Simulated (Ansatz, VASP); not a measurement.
**Al4N5: VASP beside Ansatz**

INCAR

```
SYSTEM = Al4N5
ALGO = Normal
DIPOL = 0.5 0.5 0.289
EDIFF = 1E-6
ENCUT = 520
GGA = PE
IDIPOL = 3
ISIF = 2
ISMEAR = 0
IVDW = 12
LASPH = .True.
LCHARG = .False.
LDIPOL = .True.
LREAL = Auto
LWAVE = .False.
NBANDS = 52
NELM = 60
PREC = Accurate
SIGMA = 0.05
```

File KPOINTS:

```
k-points
0
Gamma
  5 6 1
  0 0 0
```

File POSCAR:

```
Al4N5
1.0
    6.2178777932      0.0000000000      0.0000000000
    0.0000000000      4.9778062151      0.0000000000
    0.0000000000      0.0000000000     22.0612415661
Al N
8 10
Direct
    0.0000000000      0.9984444684      0.1813134582
    0.5000000000      0.9984444684      0.1813134582
    0.2500000000      0.4984444684      0.2219944576
    0.7500000000      0.4984444684      0.2219944576
    0.2500000000      0.9927115344      0.3083994001
    0.7500000000      0.9927115344      0.3083994001
    0.0000000000      0.4640676885      0.3340308200
    0.5000000000      0.4640676885      0.3340308200
    0.0000000000      0.6165555316      0.1813134582
    0.5000000000      0.6165555316      0.1813134582
    0.2500000000      0.1165555316      0.2219944576
    0.7500000000      0.1165555316      0.2219944576
    0.2500000000      0.6144481599      0.3071137031
    0.7500000000      0.6144481599      0.3071137031
    0.0000000000      0.1109285761      0.3427387141
    0.5000000000      0.1109285761      0.3427387141
    0.1250000000      0.8609285761      0.4741909713
    0.1250000000      0.8609285761      0.5240521723
```

Input for Ansatz:

```yaml
crystal:
  lattice:
    - [6.2178777932, 0.0, 0.0]
    - [0.0, 4.9778062151, 0.0]
    - [0.0, 0.0, 22.0612415661]
  atoms:
    - { symbol: Al, position: [0.0, 0.9984444684, 0.1813134582] }
    - { symbol: Al, position: [0.5, 0.9984444684, 0.1813134582] }
    - { symbol: "N", position: [0.0, 0.6165555316, 0.1813134582] }
    - { symbol: "N", position: [0.5, 0.6165555316, 0.1813134582] }
    - { symbol: Al, position: [0.25, 0.4984444684, 0.2219944576] }
    - { symbol: Al, position: [0.75, 0.4984444684, 0.2219944576] }
    - { symbol: "N", position: [0.25, 0.1165555316, 0.2219944576] }
    - { symbol: "N", position: [0.75, 0.1165555316, 0.2219944576] }
    - { symbol: Al, position: [0.25, 0.9927115344, 0.3083994001] }
    - { symbol: Al, position: [0.75, 0.9927115344, 0.3083994001] }
    - { symbol: "N", position: [0.25, 0.6144481599, 0.3071137031] }
    - { symbol: "N", position: [0.75, 0.6144481599, 0.3071137031] }
    - { symbol: Al, position: [0.0, 0.4640676885, 0.33403082] }
    - { symbol: Al, position: [0.5, 0.4640676885, 0.33403082] }
    - { symbol: "N", position: [0.0, 0.1109285761, 0.3427387141] }
    - { symbol: "N", position: [0.5, 0.1109285761, 0.3427387141] }
    - { symbol: "N", position: [0.125, 0.8609285761, 0.4741909713] }
    - { symbol: "N", position: [0.125, 0.8609285761, 0.5240521723] }
basis:
  ecutwfc: 420
kpoints:
  mp_grid: { grid: [5, 6, 1] }
hamiltonian:
  xc: pbe
  pseudopotentials: { kind: paw, azcp: { folder: soft_1 } }
  dispersion: d3bj
scf:
  occupations: { method: gaussian, width: 0.05 }
output:
  forces: true
  eigenvalues: true
efield:
  axis: 3
  dipole_correction: true
  ramp_width: 0.04
```

Alike in both runs: task single point; functional PBE; dispersion D3(BJ); k mesh 5 × 6 × 1; occupations gaussian, width 0.05 eV; no spin polarisation.

```csv
,VASP,Ansatz
version,VASP 6.6.1,Ansatz 0.2.0
potentials or method,"VASP PAW PBE potentials, release 64 (Al, N), cutoff 520 eV","scalar-relativistic, plane waves, PAW"
valence electrons in the cell,74,74
```

Ansatz gave:

```
gap on the k mesh at the Fermi level (eV) : 1.45
least direct gap on the mesh (eV)         : 1.46
rms of the force components (eV/Å)        : 0.711
```

Which values does VASP return?

gap on the k mesh at the Fermi level (eV): 1.45; least direct gap on the mesh (eV): 1.46; rms of the force components (eV/Å): 0.820.

Noted on VASP's run: the standard files for N, O and F lose accuracy on very short bonds.
